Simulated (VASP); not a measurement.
# KI in VASP: notebook

The runs below take KI through single point, with PBEsol.

All numbers are computed with VASP 6.6.1; they aren't measurements. Logs are shortened: lines on timing, memory, paths and dates and some standing lists are left out, and cuts for length are marked.

## (1) The cell of the first run

Symmetry: R-3m, No. 166, trigonal system. Conventional cell: a = 4.935 Å, b = 4.935 Å, c = 12.454 Å, α = 90.00°, β = 90.00°, γ = 120.00°. K (site symmetry -3m) has 6 I at 3.52 Å within 4.6 Å. Within 4.6 Å of I (site symmetry -3m) lie 6 K at 3.52 Å.

## (2) Single point, PBEsol (equal xy, yz and zx shear strains of +2 %)

INCAR reads:

```
SYSTEM = KI
PREC = Accurate
ENCUT = 520
EDIFF = 1E-6
ISMEAR = -1
SIGMA = 0.01
LREAL = .False.
LASPH = .True.
NELM = 80
ALGO = Normal
ISIF = 2
LWAVE = .False.
LCHARG = .False.
GGA = PS
NBANDS = 15
```

KPOINTS reads:

```
Automatic mesh
0
Gamma
  8 8 8
  0 0 0
```

POSCAR reads:

```
KI
1.0
    0.0704910000      3.5597955000      3.5597955000
    3.5597955000      0.0704910000      3.5597955000
    3.5597955000      3.5597955000      0.0704910000
K I
1 1
Direct
    0.0000000000      0.0000000000      0.0000000000
    0.5000000000      0.5000000000      0.5000000000
```

Potentials or basis: VASP PAW PBE potentials, release 64 (K_sv, I).

Launch:

```console
$ cat potpaw_PBE.64/K_sv/POTCAR potpaw_PBE.64/I/POTCAR > POTCAR
$ mpirun -np 1 vasp_std > vasp.out
```

OUTCAR:

```text
SYSTEM = KI
   PREC = Accurate
   ENCUT = 520
   EDIFF = 1E-6
   ISMEAR = -1
   LREAL = .False.
   LASPH = .True.
   NELM = 80
   ISIF = 2
   GGA = PS

 ion  position               nearest neighbor table
   1  0.000  0.000  0.000-   2 3.52   2 3.52   2 3.52   2 3.52   2 3.52   2 3.52
   2  0.500  0.500  0.500-   1 3.52   1 3.52   1 3.52   1 3.52   1 3.52   1 3.52

  LATTYP: Found a trigonal (rhomboedric) cell.
 ALAT       =     5.0348045627
 COS(alpha) =     0.5197000882

  Lattice vectors:

 A1 = (   0.0704910000,   3.5597955000,   3.5597955000)
 A2 = (   3.5597955000,   0.0704910000,   3.5597955000)
 A3 = (   3.5597955000,   3.5597955000,   0.0704910000)

Analysis of symmetry for initial positions (statically):
=====================================================================
 Subroutine PRICEL returns:
 Original cell was already a primitive cell.

 Routine SETGRP: Setting up the symmetry group for a
 trigonal (rhombohedral) supercell.

 Subroutine GETGRP returns: Found 12 space group operations
 (whereof 12 operations were pure point group operations)
 out of a pool of 12 trial point group operations.

The static configuration has the point symmetry D_3d.

Analysis of symmetry for dynamics (positions and initial velocities):
=====================================================================
 Subroutine PRICEL returns:
 Original cell was already a primitive cell.

 Routine SETGRP: Setting up the symmetry group for a
 trigonal (rhombohedral) supercell.

 Subroutine GETGRP returns: Found 12 space group operations
 (whereof 12 operations were pure point group operations)
 out of a pool of 12 trial point group operations.

The dynamic configuration has the point symmetry D_3d.

 Subroutine INISYM returns: Found 12 space group operations
 (whereof 12 operations are pure point group operations),
 and found     1 'primitive' translations

----------------------------------------------------------------------------------------

                                     Primitive cell

  volume of cell :      87.5410

  direct lattice vectors                    reciprocal lattice vectors
     0.070491000  3.559795500  3.559795500    -0.144699885  0.141890179  0.141890179
     3.559795500  0.070491000  3.559795500     0.141890179 -0.144699885  0.141890179
     3.559795500  3.559795500  0.070491000     0.141890179  0.141890179 -0.144699885

  length of vectors
     5.034804563  5.034804563  5.034804563     0.247393821  0.247393821  0.247393821

  position of ions in fractional coordinates (direct lattice)
     0.000000000  0.000000000  0.000000000
     0.500000000  0.500000000  0.500000000

  ion indices of the primitive-cell ions
   primitive index   ion index
                 1           1
                 2           2

----------------------------------------------------------------------------------------

 KPOINTS: Automatic mesh

Automatic generation of k-mesh.
 Grid dimensions read from file:
 generate k-points for:    8    8    8

 Generating k-lattice:

  Cartesian coordinates                     Fractional coordinates (reciprocal lattice)
    -0.018087486  0.017736272  0.017736272     0.125000000 -0.000000000 -0.000000000
     0.017736272 -0.018087486  0.017736272    -0.000000000  0.125000000 -0.000000000
     0.017736272  0.017736272 -0.018087486    -0.000000000 -0.000000000  0.125000000

  Length of vectors
     0.030924228  0.030924228  0.030924228

  Shift w.r.t. Gamma in fractional coordinates (k-lattice)
     0.000000000  0.000000000  0.000000000

 Subroutine IBZKPT returns following result:
 ===========================================

 Found     65 irreducible k-points:

 Following reciprocal coordinates:
            Coordinates               Weight
  0.000000  0.000000  0.000000      1.000000
  0.125000  0.000000 -0.000000      6.000000
  0.250000  0.000000 -0.000000      6.000000
  0.375000  0.000000 -0.000000      6.000000
  0.500000  0.000000 -0.000000      3.000000
  0.125000  0.125000 -0.000000      6.000000
[... 16 lines left out ...]
  0.250000  0.125000  0.125000      6.000000
  0.375000  0.125000  0.125000      6.000000
 [... further k-points ...]
   k-points           NKPTS =     65   k-points in BZ     NKDIM =     65   number of bands    NBANDS=     15
   number of dos      NEDOS =    301   number of ions     NIONS =      2
   total plane-waves  NPLWV =  64000
   dimension x,y,z NGX =    40 NGY =   40 NGZ =   40
   dimension x,y,z NGXF=    80 NGYF=   80 NGZF=   80
   ions per type =               1   1
   NGX,Y,Z   is equivalent  to a cutoff of  13.21, 13.21, 13.21 a.u.
   NGXF,Y,Z  is equivalent  to a cutoff of  26.42, 26.42, 26.42 a.u.
 SYSTEM =  KI
   PREC   = accura    normal or accurate (medium, high low for compatibility)
   ISTART =      0    job   : 0-new  1-cont  2-samecut
   ICHARG =      2    charge: 1-file 2-atom 10-const
   ISPIN  =      1    spin polarized calculation?
   LNONCOLLINEAR =      F non collinear calculations
   LSORBIT =      F    spin-orbit coupling
   LASPH  =      T    aspherical Exc in radial PAW
   ENCUT  =  520.0 eV  38.22 Ry    6.18 a.u.   9.36  9.36  9.36*2*pi/ulx,y,z
   NELM   =     80;   NELMIN=  2; NELMDL= -5     # of ELM steps
   EDIFF  = 0.1E-05   stopping-criterion for ELM
   LREAL  =      F    real-space projection
   EDIFFG = 0.1E-04   stopping-criterion for IOM
   NSW    =      0    number of steps for IOM
   IBRION =     -1    ionic relax: 0-MD 1-quasi-New 2-CG
   NFREE  =      0    steps in history (QN), initial steepest desc. (CG)
   ISIF   =      2    stress and relaxation
   ISYM   =      2    0-nonsym 1-usesym 2-fastsym
   POTIM  = 0.5000    time-step for ionic-motion
   TEBEG  =    0.0;   TEEND  =   0.0 temperature during run
   PSTRESS=    0.0 pullay stress
   NELECT =      16.0000    total number of electrons
   NUPDOWN=      -1.0000    fix difference up-down
   EMIN   =  10.00;   EMAX   =-10.00  energy-range for DOS
   EFERMI =   0.00;   METHOD = LEGACY
   ISMEAR =    -1;   SIGMA  =   0.01  broadening in eV -4-tet -1-fermi 0-gaus
   EFERMI_NEDOS =   21; number of points for ismear=-14 and -15
   IALGO  =     38    algorithm
   IMIX   =      4    mixing-type and parameters
     AMIX     =   0.40;   BMIX     =  1.00
     AMIX_MAG =   1.60;   BMIX_MAG =  1.00
  volume/ion in A,a.u.               =      43.77       295.38
  Fermi-wavevector in a.u.,A,eV,Ry     =   0.929061  1.755671 11.743931  0.863155
  Thomas-Fermi vector in A             =   2.055304
   LORBIT       =      0    0 simple, 1 ext, 2 COOP (PROOUT), +10 PAW based schemes
   GGA     = PS    functional components
[... 5 lines left out ...]
 non-spin polarized calculation
  energy-cutoff  :      520.00
  volume of cell :       87.54
 maximum number of plane-waves:      2375
 NGX is ok and might be reduce to    40
   NGX = 19   NGY = 19   NGZ = 19

 number of electron      16.0000000 magnetization

 Free energy of the ion-electron system (eV)
  ---------------------------------------------------
  ext. energy  EPLUGINS =         0.00000000
  ---------------------------------------------------
  free energy    TOTEN  =        -5.81424784 eV

  energy without entropy =       -5.81424784  energy(sigma->0) =       -5.81424784

 E-fermi :  -0.2438     XC(G=0):  -7.3726

 val. band max:       -0.4422058281   @ k =   0.0000   0.0000   0.0000
 cond. band min:       3.3546511703   @ k =   0.0000   0.0000   0.0000
 fundamental gap:      3.7968569983
 Fermi energy:        -0.2438446469

 k-point     1 :       0.0000    0.0000    0.0000
  band No.  band energies     occupation
      1     -28.7871      2.00000
      2     -12.3412      2.00000
      3     -12.3412      2.00000
      4     -12.3385      2.00000
      5     -11.0184      2.00000
      6      -0.5227      2.00000
      7      -0.4422      2.00000
      8      -0.4422      2.00000
      9       3.3547      0.00000
     10       5.8103      0.00000
     11       6.0296      0.00000
     12       6.0296      0.00000
     13       6.7028      0.00000
     14       6.7028      0.00000
     15       9.1415      0.00000

 k-point     2 :       0.1250    0.0000   -0.0000
  band No.  band energies     occupation
      1     -28.7867      2.00000
      2     -12.3694      2.00000
      3     -12.3417      2.00000
      4     -12.3390      2.00000
      5     -10.9705      2.00000
      6      -0.7263      2.00000
      7      -0.5682      2.00000
      8      -0.5003      2.00000
      9       3.7480      0.00000
     10       5.8932      0.00000
     11       6.0236      0.00000
     12       6.2019      0.00000
     13       6.8758      0.00000
     14       6.8917      0.00000
     15       9.7125      0.00000

 k-point     3 :       0.2500    0.0000   -0.0000
  band No.  band energies     occupation
      1     -28.7859      2.00000
      2     -12.4316      2.00000
      3     -12.3431      2.00000
      4     -12.3396      2.00000
      5     -10.8605      2.00000
      6      -1.2520      2.00000
      7      -0.6985      2.00000
      8      -0.6328      2.00000
      9       4.4642      0.00000
     10       6.0366      0.00000
     11       6.4654      0.00000
     12       6.6474      0.00000
     13       7.3751      0.00000
     14       7.4420      0.00000
     15       9.8240      0.00000
[... 343 lines left out ...]
 k-point    23 :       0.2500    0.1250    0.1250
  band No.  band energies     occupation
      1     -28.7863      2.00000
      2     -12.4003      2.00000
      3     -12.3463      2.00000
      4     -12.3406      2.00000
      5     -10.9093      2.00000
      6      -1.0493      2.00000
      7      -0.6188      2.00000
      8      -0.5768      2.00000
      9       4.2459      0.00000
     10       5.6822      0.00000
     11       6.3415      0.00000
     12       6.5877      0.00000
     13       7.0855      0.00000
     14       7.2878      0.00000
     15      10.0773      0.00000

 k-point    24 :       0.3750    0.1250    0.1250
  band No.  band energies     occupation
      1     -28.7855      2.00000
      2     -12.4489      2.00000
      3     -12.3495      2.00000
      4     -12.3420      2.00000
      5     -10.8155      2.00000
      6      -1.4208      2.00000
      7      -0.8068      2.00000
      8      -0.7017      2.00000
      9       4.8659      0.00000
     10       5.9809      0.00000
     11       6.7948      0.00000
     12       6.8981      0.00000
     13       7.6555      0.00000
     14       7.9404      0.00000
     15       9.2449      0.00000

 [... further k-points ...]
[... 5 lines left out ...]
  --------------------------------------------------------------------------------------
  -------------------------------------------------------------------------------------
  Total       -0.0917570     -0.0917570     -0.0917570     -0.0408111     -0.0408111     -0.0408111
  in kB       -1.6793385     -1.6793385     -1.6793385     -0.7469249     -0.7469249     -0.7469249
  external PRESSURE =      -1.6793385 kB  Pullay stress =       0.0000000 kB

 VOLUME and BASIS-vectors are now :
 -----------------------------------------------------------------------------
  energy-cutoff  :      520.00
  volume of cell :       87.54
      direct lattice vectors                 reciprocal lattice vectors
     0.070491000  3.559795500  3.559795500    -0.144699885  0.141890179  0.141890179
     3.559795500  0.070491000  3.559795500     0.141890179 -0.144699885  0.141890179
     3.559795500  3.559795500  0.070491000     0.141890179  0.141890179 -0.144699885

 POSITION                                       TOTAL-FORCE (eV/Angst)
 -----------------------------------------------------------------------------------
      0.00000      0.00000      0.00000         0.000000     -0.000000      0.000000
      3.59504      3.59504      3.59504        -0.000000      0.000000     -0.000000
 -----------------------------------------------------------------------------------
    total drift:                                0.000000     -0.000000     -0.000000

  FREE ENERGIE OF THE ION-ELECTRON SYSTEM (eV)
  ---------------------------------------------------
  free  energy   TOTEN  =        -5.8142478382 eV

  energy  without entropy=       -5.8142478382  energy(sigma->0) =       -5.81424784
```

It took 36 s on 1 thread of Intel Xeon 6975P-C (Granite Rapids), shared host; peak memory 0.28 GiB.

What came out:

```
Free energy            : -5.8142 eV
Pressure               : -0.2 GPa
Band gap on the k mesh : 3.80 eV, direct
```

Stress tensor (GPa, compression positive):
```
-0.17 -0.07 -0.07
-0.07 -0.17 -0.07
-0.07 -0.07 -0.17
```

Caveat: the cell differs from its parent crystal (equal xy, yz and zx shear strains of +2 %); the PAW data sets were made with another functional, which shifts forces and pressure a little; spin-orbit coupling is left out, which moves the levels of the heavy elements.

## (3) Single point, PBEsol (volume scaled by 0.94)

INCAR reads:

```
SYSTEM = KI
PREC = Accurate
ENCUT = 520
EDIFF = 1E-6
ISMEAR = -1
SIGMA = 0.01
LREAL = .FALSE.
LASPH = .TRUE.
NELM = 80
ALGO = Normal
ISIF = 2
LWAVE = .FALSE.
LCHARG = .FALSE.
GGA = PS
NBANDS = 15
```

KPOINTS reads:

```
regular mesh
0
G
  8 8 8
  0 0 0
```

POSCAR reads:

```
KI
1.0
    0.0000000000      3.4526002195      3.4526002195
    3.4526002195      0.0000000000      3.4526002195
    3.4526002195      3.4526002195      0.0000000000
K I
1 1
Direct
    0.0000000000      0.0000000000      0.0000000000
    0.5000000000      0.5000000000      0.5000000000
```

Potentials or basis: VASP PAW PBE potentials, release 64 (K_sv, I).

Launch:

```console
$ cat potpaw_PBE.64/K_sv/POTCAR potpaw_PBE.64/I/POTCAR > POTCAR
$ mpirun -np 1 vasp_std > vasp.out
```

It took 25 s on 1 thread of Intel Xeon Platinum 8259CL at 2.50GHz (Skylake/Cascade Lake), shared host; peak memory 0.21 GiB.

The run converged. Its results:

```
Free energy            : -5.8082 eV
Pressure               : 0.6 GPa
Band gap on the k mesh : 3.97 eV, direct
```

Levels at points of the mesh, in eV from the valence-band top:
```
           k point  band 6  band 7  band 8  band 9  band 10  band 11
(0.00, 0.00, 0.00)    0.00    0.00    0.00    3.97     6.38     6.38
(0.50, 0.00, 0.00)   -1.52   -0.41   -0.41    5.44     7.79     8.20
(0.50, 0.50, 0.00)   -1.13   -0.41   -0.41    4.69     5.82     8.13
```

Caveat: the PAW data sets were made with another functional, which shifts forces and pressure a little; spin-orbit coupling is left out, which moves the levels of the heavy elements. A k mesh can miss the band edges.
